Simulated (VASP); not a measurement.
A run of VASP 6.6.1:

The input INCAR:

```
  ALGO = Fast
  EDIFF = 1E-6
  ENCUT = 520
  GGA = PE
  ISIF = 2
  ISMEAR = -1
  LASPH = T
  LCHARG = T
  LELF = T
  LREAL = F
  LVHAR = T
  LWAVE = F
  NBANDS = 19
  NELM = 100
  PREC = Accurate
  SIGMA = 0.05
```

The input KPOINTS:

```
k-points
0
Gamma
  10 10 5
```

The input POSCAR:

```
Cd
1.0
    2.9788700000      0.0000000000      0.0000000000
   -1.4894350000      2.5797770946      0.0000000000
    0.0000000000      0.0000000000      5.6176500000
Cd
2
Direct
    0.6558780000      0.3294790000      0.7612670000
    0.3121480000      0.6811190000      0.2579970000
```

Potentials or basis: VASP PAW PBE potentials, release 64 (Cd).

Run with:

```bash
$ cat potpaw_PBE.64/Cd/POTCAR > POTCAR
$ mpirun -np 1 vasp_std > vasp.out
```

Hardware: 1 thread of Intel(R) Xeon(R) Platinum 8488C (Sapphire Rapids), with other jobs on the host.

Question: How long does it take, and how much memory?

Answer: It took 77 s on 1 thread of Intel(R) Xeon(R) Platinum 8488C (Sapphire Rapids), with other jobs on the host, peak memory 0.28 GiB. Counts: scf iterations 12, k points 252.
